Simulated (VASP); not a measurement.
Set up this calculation in VASP 6.6.1, as the native input.

| Property | Result |
| --- | --- |
| Task | single point |
| Functional | PBE |
| Potentials or basis | VASP PAW PBE potentials, release 64 (Cd, Cu, Mo_sv) |
| Cutoff | 520 eV |
| k mesh | 4 × 4 × 2 |
| Occupations | gaussian, width 0.2 eV |
| Spin | no spin polarisation |
| Dipole correction | no |
| Further INCAR settings | ALGO = Fast; EDIFF = 1e-07; NBANDS = 70 |

The structure of CdCu3Mo lies in POSCAR:

```
CdCu3Mo
1.0
    4.4295185595      0.0000000000      0.0000000000
   -2.2147592797      3.8360755990      0.0000000000
    0.0000000000      0.0000000000      9.3532889733
Cd Cu Mo
2 6 2
Direct
    0.0000000000      0.0000000000      0.2500000000
    0.0000000000      0.0000000000      0.7500000000
    0.0000000000      0.0000000000      0.0000000000
    0.0000000000      0.0000000000      0.5000000000
    0.3333333333      0.6666666667      0.0751021548
    0.6666666667      0.3333333333      0.5751021548
    0.6666666667      0.3333333333      0.9248978452
    0.3333333333      0.6666666667      0.4248978452
    0.3333333333      0.6666666667      0.7500000000
    0.6666666667      0.3333333333      0.2500000000
```

One way to write it, as run:

INCAR

```
ALGO     = Fast           # electronic algorithm
EDIFF    = 1E-7           # SCF threshold, eV
ENCUT    = 520            # plane-wave cutoff, eV
GGA      = PE             # functional
ISIF     = 2              # what is computed and relaxed
ISMEAR   = 0              # smearing method
LASPH    = True           # aspherical terms in the spheres
LCHARG   = False          # write CHGCAR
LREAL    = False          # projectors in reciprocal space
LWAVE    = False          # write WAVECAR
NBANDS   = 70             # bands
NELM     = 100            # most SCF steps
PREC     = Accurate       # precision mode
SIGMA    = 0.2            # smearing width, eV
```

KPOINTS

```
k-points
0
Gamma
  4 4 2
```

Potentials or basis: VASP PAW PBE potentials, release 64 (Cd, Cu, Mo_sv).

Command:

```console
$ cat potpaw_PBE.64/Cd/POTCAR potpaw_PBE.64/Cu/POTCAR potpaw_PBE.64/Mo_sv/POTCAR > POTCAR
$ mpirun -np 1 vasp_std > vasp.out
```

Results of the run:

```
Pressure               : 0.7 GPa
Largest force          : 0.017 eV/Å
Band gap on the k mesh : zero (band 59 reaches 6.27 eV, above the bottom of band 60 at 6.14 eV)
```

Caveat: the k points lie up to 0.41 Å⁻¹ apart.

It took 3.5 min on 1 thread of Intel Xeon 6975P-C (shared host), peak memory 0.33 GiB.
